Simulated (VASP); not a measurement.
# PbS (P6_3/mmc) in VASP: notebook

Aim: see how the results for PbS move with the level of theory and the settings. Levels: PBE, r2SCAN. Tasks: single point.

Program: VASP 6.6.1. These are calculated values, not measurements. Logs are shortened: lines on timing, memory, paths and dates and some standing lists are left out, and cuts for length are marked.

### Step 1. The cell of the first run

The structure is hexagonal, space group P6_3/mmc (No. 194). Conventional cell: a = 5.124 Å, b = 5.124 Å, c = 6.157 Å, α = 90.00°, β = 90.00°, γ = 120.00°. Pb (site symmetry -6m2) has 5 S at 2.96 to 3.08 Å within 3.9 Å. Within 3.9 Å of S (site symmetry -6m2) lie 5 Pb at 2.96 to 3.08 Å.

### Step 2. Single point, PBE (35.00 Å³/atom)

Input file INCAR:

```
  PREC = Accurate
  ENCUT = 520
  EDIFF = 1E-7
  ISMEAR = 0
  SIGMA = 0.01
  LREAL = F
  LASPH = T
  NELM = 80
  ALGO = Normal
  ISIF = 2
  LWAVE = F
  LCHARG = F
  GGA = PE
  NBANDS = 28
```

Input file KPOINTS:

```
regular mesh
0
Gamma
  6 6 4
```

Input file POSCAR:

```
PbS
1.0
    5.1244884397      0.0000000000      0.0000000000
   -2.5622442198      4.4379371702      0.0000000000
    0.0000000000      0.0000000000      6.1565396860
Pb S
2 2
Direct
    0.3333333333      0.6666666667      0.2500000000
    0.6666666667      0.3333333333      0.7500000000
    0.6666666667      0.3333333333      0.2500000000
    0.3333333333      0.6666666667      0.7500000000
```

Potentials or basis: VASP PAW PBE potentials, release 64 (Pb_d, S).

Command:

```console
$ cat potpaw_PBE.64/Pb_d/POTCAR potpaw_PBE.64/S/POTCAR > POTCAR
$ mpirun -np 1 vasp_std > vasp.out
```

OUTCAR:

```text
PREC = Accurate
   ENCUT = 520
   EDIFF = 1E-7
   ISMEAR = 0
   LREAL = F
   LASPH = T
   NELM = 80
   ISIF = 2
   GGA = PE

 ion  position               nearest neighbor table
   1  0.333  0.667  0.250-   3 2.96   3 2.96   3 2.96   4 3.08   4 3.08
   2  0.667  0.333  0.750-   4 2.96   4 2.96   4 2.96   3 3.08   3 3.08
   3  0.667  0.333  0.250-   1 2.96   1 2.96   1 2.96   2 3.08   2 3.08
   4  0.333  0.667  0.750-   2 2.96   2 2.96   2 2.96   1 3.08   1 3.08

  LATTYP: Found a hexagonal cell.
 ALAT       =     5.1244884397
 C/A-ratio  =     1.2013959556

  Lattice vectors:

 A1 = (   5.1244884397,   0.0000000000,   0.0000000000)
 A2 = (  -2.5622442198,   4.4379371702,   0.0000000000)
 A3 = (   0.0000000000,   0.0000000000,   6.1565396860)

Analysis of symmetry for initial positions (statically):
=====================================================================
 Subroutine PRICEL returns:
 Original cell was already a primitive cell.

 Routine SETGRP: Setting up the symmetry group for a
 hexagonal supercell.

 Subroutine GETGRP returns: Found 24 space group operations
 (whereof 12 operations were pure point group operations)
 out of a pool of 24 trial point group operations.

The static configuration has the point symmetry D_3d.
 The point group associated with its full space group is D_6h.

Analysis of symmetry for dynamics (positions and initial velocities):
=====================================================================
 Subroutine PRICEL returns:
 Original cell was already a primitive cell.

 Routine SETGRP: Setting up the symmetry group for a
 hexagonal supercell.

 Subroutine GETGRP returns: Found 24 space group operations
 (whereof 12 operations were pure point group operations)
 out of a pool of 24 trial point group operations.

The dynamic configuration has the point symmetry D_3d.
 The point group associated with its full space group is D_6h.

 Subroutine INISYM returns: Found 24 space group operations
 (whereof 12 operations are pure point group operations),
 and found     1 'primitive' translations

----------------------------------------------------------------------------------------

                                     Primitive cell

  volume of cell :     140.0130

  direct lattice vectors                    reciprocal lattice vectors
     5.124488440  0.000000000  0.000000000     0.195141430  0.112664957  0.000000000
    -2.562244220  4.437937170  0.000000000     0.000000000  0.225329914  0.000000000
     0.000000000  0.000000000  6.156539686     0.000000000  0.000000000  0.162428905

  length of vectors
     5.124488440  5.124488440  6.156539686     0.225329914  0.225329914  0.162428905

  position of ions in fractional coordinates (direct lattice)
     0.333333333  0.666666667  0.250000000
     0.666666667  0.333333333  0.750000000
     0.666666667  0.333333333  0.250000000
     0.333333333  0.666666667  0.750000000

  ion indices of the primitive-cell ions
   primitive index   ion index
                 1           1
                 2           2
                 3           3
                 4           4

----------------------------------------------------------------------------------------

 KPOINTS: regular mesh

Automatic generation of k-mesh.
 Grid dimensions read from file:
 generate k-points for:    6    6    4

 Generating k-lattice:

  Cartesian coordinates                     Fractional coordinates (reciprocal lattice)
     0.032523572  0.018777493  0.000000000     0.166666667  0.000000000  0.000000000
     0.000000000  0.037554986  0.000000000     0.000000000  0.166666667  0.000000000
     0.000000000  0.000000000  0.040607226     0.000000000  0.000000000  0.250000000

  Length of vectors
     0.037554986  0.037554986  0.040607226

  Shift w.r.t. Gamma in fractional coordinates (k-lattice)
     0.000000000  0.000000000  0.000000000

 Subroutine IBZKPT returns following result:
 ===========================================

 Found     21 irreducible k-points:

 Following reciprocal coordinates:
            Coordinates               Weight
  0.000000  0.000000  0.000000      1.000000
  0.166667  0.000000  0.000000      6.000000
  0.333333  0.000000  0.000000      6.000000
  0.500000  0.000000  0.000000      3.000000
  0.166667  0.166667  0.000000      6.000000
  0.333333  0.166667  0.000000     12.000000
[... 13 lines left out ...]
  0.333333  0.166667  0.500000     12.000000
  0.333333  0.333333  0.500000      2.000000
   k-points           NKPTS =     21   k-points in BZ     NKDIM =     21   number of bands    NBANDS=     28
   number of dos      NEDOS =    301   number of ions     NIONS =      4
   total plane-waves  NPLWV =  76800
   dimension x,y,z NGX =    40 NGY =   40 NGZ =   48
   dimension x,y,z NGXF=    80 NGYF=   80 NGZF=   96
   ions per type =               2   2
   NGX,Y,Z   is equivalent  to a cutoff of  12.98, 12.98, 12.96 a.u.
   NGXF,Y,Z  is equivalent  to a cutoff of  25.95, 25.95, 25.92 a.u.
 SYSTEM =  unknown system
   PREC   = accura    normal or accurate (medium, high low for compatibility)
   ISTART =      0    job   : 0-new  1-cont  2-samecut
   ICHARG =      2    charge: 1-file 2-atom 10-const
   ISPIN  =      1    spin polarized calculation?
   LNONCOLLINEAR =      F non collinear calculations
   LSORBIT =      F    spin-orbit coupling
   LASPH  =      T    aspherical Exc in radial PAW
   ENCUT  =  520.0 eV  38.22 Ry    6.18 a.u.   9.53  9.53 11.45*2*pi/ulx,y,z
   NELM   =     80;   NELMIN=  2; NELMDL= -5     # of ELM steps
   EDIFF  = 0.1E-06   stopping-criterion for ELM
   LREAL  =      F    real-space projection
   EDIFFG = 0.1E-05   stopping-criterion for IOM
   NSW    =      0    number of steps for IOM
   IBRION =     -1    ionic relax: 0-MD 1-quasi-New 2-CG
   NFREE  =      0    steps in history (QN), initial steepest desc. (CG)
   ISIF   =      2    stress and relaxation
   ISYM   =      2    0-nonsym 1-usesym 2-fastsym
   POTIM  = 0.5000    time-step for ionic-motion
   TEBEG  =    0.0;   TEEND  =   0.0 temperature during run
   PSTRESS=    0.0 pullay stress
   NELECT =      40.0000    total number of electrons
   NUPDOWN=      -1.0000    fix difference up-down
   EMIN   =  10.00;   EMAX   =-10.00  energy-range for DOS
   EFERMI =   0.00;   METHOD = LEGACY
   ISMEAR =     0;   SIGMA  =   0.01  broadening in eV -4-tet -1-fermi 0-gaus
   EFERMI_NEDOS =   21; number of points for ismear=-14 and -15
   IALGO  =     38    algorithm
   IMIX   =      4    mixing-type and parameters
     AMIX     =   0.40;   BMIX     =  1.00
     AMIX_MAG =   1.60;   BMIX_MAG =  1.00
  volume/ion in A,a.u.               =      35.00       236.21
  Fermi-wavevector in a.u.,A,eV,Ry     =   1.078215  2.037531 15.817421  1.162548
  Thomas-Fermi vector in A             =   2.214148
   LORBIT       =      0    0 simple, 1 ext, 2 COOP (PROOUT), +10 PAW based schemes
   GGA     = PE    functional components
   LHFCALC =     F    Hartree Fock is set to
   AEXX    =    0.0000 exact exchange contribution
   IVDW    =     0    specifies the selected vdW correction
   LEPSILON=     F    determine dielectric tensor
   LRPA    =     F    only Hartree local field effects (RPA)
 non-spin polarized calculation
 Gauss-broadening in eV      SIGMA  =   0.01
  energy-cutoff  :      520.00
  volume of cell :      140.01
 maximum number of plane-waves:      3802
 NGX is ok and might be reduce to    40
   NGX = 19   NGY = 19   NGZ = 23

 number of electron      40.0000004 magnetization

 Free energy of the ion-electron system (eV)
  ---------------------------------------------------
  ext. energy  EPLUGINS =         0.00000000
  ---------------------------------------------------
  free energy    TOTEN  =       -17.17508581 eV

  energy without entropy =      -17.17508581  energy(sigma->0) =      -17.17508581

 E-fermi :   2.9992     XC(G=0):  -8.0717

 val. band max:        2.9004916694   @ k =   0.3333   0.3333   0.5000
 cond. band min:       4.4031979877   @ k =   0.3333   0.3333   0.5000
 fundamental gap:      1.5027063183
 Fermi energy:         2.9991620768

 k-point     1 :       0.0000    0.0000    0.0000
  band No.  band energies     occupation
      1     -13.7343      2.00000
      2     -13.6797      2.00000
      3     -13.6797      2.00000
      4     -13.6755      2.00000
      5     -13.6755      2.00000
      6     -13.6750      2.00000
[... 20 lines left out ...]
     27       8.2291      0.00000
     28       9.7814      0.00000

 k-point     2 :       0.1667    0.0000    0.0000
  band No.  band energies     occupation
      1     -13.7337      2.00000
      2     -13.6813      2.00000
      3     -13.6812      2.00000
      4     -13.6788      2.00000
      5     -13.6753      2.00000
      6     -13.6713      2.00000
[... 20 lines left out ...]
     27       9.1226      0.00000
     28       9.4570      0.00000

 k-point     3 :       0.3333    0.0000    0.0000
  band No.  band energies     occupation
      1     -13.7315      2.00000
      2     -13.6929      2.00000
      3     -13.6839      2.00000
      4     -13.6767      2.00000
      5     -13.6726      2.00000
      6     -13.6646      2.00000
[... 20 lines left out ...]
     27       9.0553      0.00000
     28       9.7085      0.00000

 k-point     4 :       0.5000    0.0000    0.0000
  band No.  band energies     occupation
      1     -13.7296      2.00000
      2     -13.6993      2.00000
      3     -13.6851      2.00000
      4     -13.6753      2.00000
      5     -13.6710      2.00000
      6     -13.6617      2.00000
[... 20 lines left out ...]
     27       8.9066      0.00000
     28       9.5125      0.00000

 k-point     5 :       0.1667    0.1667    0.0000
  band No.  band energies     occupation
      1     -13.7315      2.00000
      2     -13.6910      2.00000
      3     -13.6839      2.00000
      4     -13.6763      2.00000
      5     -13.6728      2.00000
      6     -13.6671      2.00000
[... 20 lines left out ...]
     27       8.8122      0.00000
     28      10.3168      0.00000

 k-point     6 :       0.3333    0.1667    0.0000
  band No.  band energies     occupation
      1     -13.7266      2.00000
      2     -13.7019      2.00000
      3     -13.6867      2.00000
      4     -13.6728      2.00000
      5     -13.6722      2.00000
      6     -13.6618      2.00000
[... 370 lines left out ...]
      5     -13.6749      2.00000
      6     -13.6749      2.00000
[... 20 lines left out ...]
     27       9.8207      0.00000
     28       9.8207      0.00000

 k-point    19 :       0.1667    0.1667    0.5000
  band No.  band energies     occupation
      1     -13.6939      2.00000
      2     -13.6939      2.00000
      3     -13.6795      2.00000
      4     -13.6795      2.00000
      5     -13.6714      2.00000
      6     -13.6714      2.00000
[... 20 lines left out ...]
     27      10.3486      0.00000
     28      10.3486      0.00000

 k-point    20 :       0.3333    0.1667    0.5000
  band No.  band energies     occupation
      1     -13.6916      2.00000
      2     -13.6916      2.00000
      3     -13.6759      2.00000
      4     -13.6759      2.00000
      5     -13.6743      2.00000
      6     -13.6743      2.00000
[... 20 lines left out ...]
     27       9.8599      0.00000
     28       9.8599      0.00000

 k-point    21 :       0.3333    0.3333    0.5000
  band No.  band energies     occupation
      1     -13.6888      2.00000
      2     -13.6888      2.00000
      3     -13.6784      2.00000
      4     -13.6784      2.00000
      5     -13.6726      2.00000
      6     -13.6726      2.00000
[... 20 lines left out ...]
     27       9.7038      0.00000
     28       9.7038      0.00000

------------------------ aborting loop because EDIFF is reached ----------------------------------------

  FORCE on cell =-STRESS in cart. coord.  units (eV):
  Direction    XX          YY          ZZ          XY          YZ          ZX
  --------------------------------------------------------------------------------------
  -------------------------------------------------------------------------------------
  Total       -1.8427825     -1.8427825     -1.9787229     -0.0000000     -0.0000000      0.0000000
  in kB      -21.0870732    -21.0870732    -22.6426483     -0.0000000     -0.0000000      0.0000000
  external PRESSURE =     -21.6055982 kB  Pullay stress =       0.0000000 kB

 VOLUME and BASIS-vectors are now :
 -----------------------------------------------------------------------------
  energy-cutoff  :      520.00
  volume of cell :      140.01
      direct lattice vectors                 reciprocal lattice vectors
     5.124488440  0.000000000  0.000000000     0.195141430  0.112664957  0.000000000
    -2.562244220  4.437937170  0.000000000     0.000000000  0.225329914  0.000000000
     0.000000000  0.000000000  6.156539686     0.000000000  0.000000000  0.162428905

 POSITION                                       TOTAL-FORCE (eV/Angst)
 -----------------------------------------------------------------------------------
     -0.00000      2.95862      1.53913        -0.000000      0.000000      0.000000
      2.56224      1.47931      4.61740         0.000000     -0.000000      0.000000
      2.56224      1.47931      1.53913        -0.000000     -0.000000      0.000000
     -0.00000      2.95862      4.61740         0.000000      0.000000      0.000000
 -----------------------------------------------------------------------------------
    total drift:                                0.000000     -0.000000      0.000000

  FREE ENERGIE OF THE ION-ELECTRON SYSTEM (eV)
  ---------------------------------------------------
  free  energy   TOTEN  =       -17.1750858124 eV

  energy  without entropy=      -17.1750858124  energy(sigma->0) =      -17.17508581
```

It took 41 s on 1 thread of Intel Xeon 6975P-C (Granite Rapids), shared host; peak memory 0.29 GiB.

What came out:

* Free energy: -17.1751 eV
* Pressure: -2.2 GPa
* Band gap on the k mesh: 1.50 eV

Levels at points of the mesh, in eV from the valence-band top:
| k point | band 17 | band 18 | band 19 | band 20 | band 21 | band 22 | band 23 | band 24 |
| --- | --- | --- | --- | --- | --- | --- | --- | --- |
| (0.00, 0.00, 0.00) | -2.60 | -1.56 | -1.56 | -1.54 | 2.19 | 2.19 | 3.38 | 3.38 |
| (0.50, 0.00, 0.00) | -2.42 | -1.89 | -1.79 | -0.59 | 2.93 | 3.07 | 4.23 | 4.32 |
| (0.00, 0.00, 0.50) | -2.08 | -2.08 | -1.12 | -1.12 | 2.47 | 2.47 | 2.47 | 2.47 |
| (0.50, 0.00, 0.50) | -1.54 | -1.54 | -0.54 | -0.54 | 1.70 | 1.70 | 3.08 | 3.08 |

Caveat: spin-orbit coupling is left out, which moves the levels of the heavy elements.

### Step 3. Single point, r2SCAN (30.48 Å³/atom)

This run uses another cell than the first one, of 30.48 Å³/atom.

Input file POSCAR:

```
PbS
1.0
    4.8950779430      0.0000000000      0.0000000000
   -2.4475389715      4.2392618521      0.0000000000
    0.0000000000      0.0000000000      5.8746471574
Pb S
2 2
Direct
    0.3333333333      0.6666666667      0.2500000000
    0.6666666667      0.3333333333      0.7500000000
    0.6666666667      0.3333333333      0.2500000000
    0.3333333333      0.6666666667      0.7500000000
```

Input file INCAR.step1:

```
SYSTEM = PbS
ALGO = Normal
EDIFF = 1E-4
ENCUT = 520
GGA = PE
ISMEAR = 0
LASPH = .True.
LCHARG = .False.
LREAL = .False.
LWAVE = .True.
NBANDS = 28
NELM = 60
PREC = Accurate
SIGMA = 0.01
```

Input file INCAR.step2:

```
SYSTEM = PbS
ALGO = Normal
EDIFF = 1E-6
ENCUT = 520
ISIF = 2
ISMEAR = 0
ISTART = 1
LASPH = .True.
LCHARG = .True.
LELF = .True.
LMIXTAU = .True.
LREAL = .False.
LVHAR = .True.
LWAVE = .False.
METAGGA = R2SCAN
NBANDS = 28
NELM = 60
PREC = Accurate
SIGMA = 0.01
```

Input file KPOINTS:

```
k-points
0
Gamma
  6 6 4
  0 0 0
```

Potentials or basis: VASP PAW PBE potentials, release 64 (Pb_d, S).

Command:

```console
$ cat potpaw_PBE.64/Pb_d/POTCAR potpaw_PBE.64/S/POTCAR > POTCAR
$ cp INCAR.step1 INCAR
$ mpirun -np 1 vasp_std > vasp.out
$ cp INCAR.step2 INCAR
$ mpirun -np 1 vasp_std > vasp.out
```

It took 1.7 min on 1 thread of Intel Xeon 6975P-C (Granite Rapids), shared host; peak memory 0.28 GiB.

It converged, with:

```yaml
Free_energy: -130.6728 eV
Pressure: 3.1 GPa
Band_gap_on_the_k_mesh: 1.62 eV
```

Stress tensor (GPa, compression positive):
```
3.04 0.00 0.00
0.00 3.04 0.00
0.00 0.00 3.32
```

Levels at points of the mesh, in eV from the valence-band top:
```csv
k point,band 16,band 17,band 18,band 19,band 20,band 21,band 22,band 23,band 24,band 25
"(0.00, 0.00, 0.00)",-3.56,-3.56,-2.36,-2.33,-2.33,2.04,2.04,3.58,3.58,4.91
"(0.50, 0.00, 0.00)",-4.30,-3.40,-2.75,-2.42,-0.88,3.28,3.28,4.31,4.81,5.65
"(0.00, 0.00, 0.50)",-2.94,-2.94,-2.94,-1.54,-1.54,2.37,2.37,2.37,2.37,2.83
"(0.50, 0.00, 0.50)",-3.58,-2.30,-2.30,-0.75,-0.75,1.78,1.78,3.29,3.29,4.69
```

Caveat: the cell stands under pressure; the PAW data sets were made with another functional, which shifts forces and pressure a little; spin-orbit coupling is left out, which moves the levels of the heavy elements. A k mesh can miss the band edges.

### Step 4. Single point, r2SCAN (31.45 Å³/atom)

This run uses another cell than the first one, of 31.45 Å³/atom.

Input file POSCAR:

```
PbS
1.0
    4.9466088661      0.0000000000      0.0000000000
   -2.4733044330      4.2838889406      0.0000000000
    0.0000000000      0.0000000000      5.9364900932
Pb S
2 2
Direct
    0.3333333333      0.6666666667      0.2500000000
    0.6666666667      0.3333333333      0.7500000000
    0.6666666667      0.3333333333      0.2500000000
    0.3333333333      0.6666666667      0.7500000000
```

Input file INCAR.step1:

```
ALGO = Normal ; EDIFF = 1E-4
ENCUT = 520 ; GGA = PE
ISMEAR = 0 ; LASPH = True
LCHARG = False ; LREAL = False
LWAVE = True ; NBANDS = 28
NELM = 60 ; PREC = Accurate
SIGMA = 0.01
```

Input file INCAR.step2:

```
ALGO = Normal ; EDIFF = 1E-6
ENCUT = 520 ; ISIF = 2
ISMEAR = 0 ; ISTART = 1
LASPH = True ; LCHARG = False
LMIXTAU = True ; LREAL = False
LWAVE = False ; METAGGA = R2SCAN
NBANDS = 28 ; NELM = 60
PREC = Accurate ; SIGMA = 0.01
```

Input file KPOINTS:

```
k-points
0
Gamma
  6 6 4
```

Command:

```console
$ cat potpaw_PBE.64/Pb_d/POTCAR potpaw_PBE.64/S/POTCAR > POTCAR
$ cp INCAR.step1 INCAR
$ mpirun -np 1 vasp_std > vasp.out
$ cp INCAR.step2 INCAR
$ mpirun -np 1 vasp_std > vasp.out
```

It took 2.2 min on 1 thread of Intel Xeon 6975P-C (Granite Rapids), shared host; peak memory 0.31 GiB.

The run converged. Its results:

```
Free energy            : -130.7291 eV
Pressure               : 1.4 GPa
Band gap on the k mesh : 1.68 eV
```

Stress tensor (GPa, compression positive):
```
1.39 0.00 0.00
0.00 1.39 0.00
0.00 0.00 1.50
```

Levels at points of the mesh, in eV from the valence-band top:
```tsv
k point	band 17	band 18	band 19	band 20	band 21	band 22	band 23	band 24
(0.00, 0.00, 0.00)	-3.36	-2.19	-2.16	-2.16	2.14	2.14	3.61	3.61
(0.50, 0.00, 0.00)	-3.19	-2.57	-2.28	-0.82	3.28	3.29	4.38	4.79
(0.00, 0.00, 0.50)	-2.76	-2.76	-1.45	-1.45	2.46	2.46	2.46	2.46
(0.50, 0.00, 0.50)	-2.14	-2.14	-0.70	-0.70	1.84	1.84	3.30	3.30
```

Caveat: the PAW data sets were made with another functional, which shifts forces and pressure a little; spin-orbit coupling is left out, which moves the levels of the heavy elements.

(Continued in part 2 of 2.)
